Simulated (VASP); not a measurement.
Input of a VASP 6.6.1 run:

Contents of INCAR:

```
SYSTEM = P
PREC     = Accurate       ! precision mode
ENCUT    = 520            ! plane-wave cutoff, eV
EDIFF    = 1E-6           ! SCF threshold, eV
ISMEAR   = 0              ! smearing method
SIGMA    = 0.05           ! smearing width, eV
LREAL    = .False.        ! projectors in reciprocal space
LASPH    = .True.         ! aspherical terms in the spheres
NELM     = 60             ! most SCF steps
ALGO     = Normal         ! electronic algorithm
ISIF     = 2              ! what is computed and relaxed
LWAVE    = .False.        ! write WAVECAR
LCHARG   = .False.        ! write CHGCAR
LDIPOL   = .True.       
IDIPOL   = 3            
DIPOL    = 0.5 0.5 0.373
GGA      = PE             ! functional
IVDW     = 12             ! dispersion correction
NBANDS   = 30             ! bands
```

KPOINTS

```
Automatic mesh
0
Gamma
  8 6 1
  0 0 0
```

Contents of POSCAR:

```
P
1.0
    3.2961869271      0.0000000000      0.0000000000
    0.0000000000      4.4391555608      0.0000000000
    0.0000000000      0.0000000000     21.7461973993
P
8
Direct
    0.5000000000      0.9174951521      0.2069327302
    0.0000000000      0.5825048479      0.2069327302
    0.5000000000      0.0825048479      0.3045635326
    0.0000000000      0.4174951521      0.3045635326
    0.6250000000      0.2075048479      0.4406792840
    0.1250000000     -0.1274854563      0.4406792840
    0.6250000000     -0.6274854563      0.5383100863
    0.1250000000     -0.2924951521      0.5383100863
```

Potentials or basis: VASP PAW PBE potentials, release 64 (P).

The run is started by

```sh
$ cat potpaw_PBE.64/P/POTCAR > POTCAR
$ mpirun -np 1 vasp_std > vasp.out
```

Predict the largest force.

0.152 eV/Å.

Predict the dispersion energy per atom.

-0.309 eV.

Forces on the atoms (eV/Å):
```
P    0.000 -0.112 -0.026
P    0.028  0.026 -0.069
P    0.053 -0.030 -0.064
P    0.009  0.151 -0.014
P   -0.053  0.030  0.064
P   -0.009 -0.151  0.014
P    0.000  0.112  0.026
P   -0.028 -0.026  0.069
```

Caveat: the cell differs from its parent crystal (layers slid over each other).
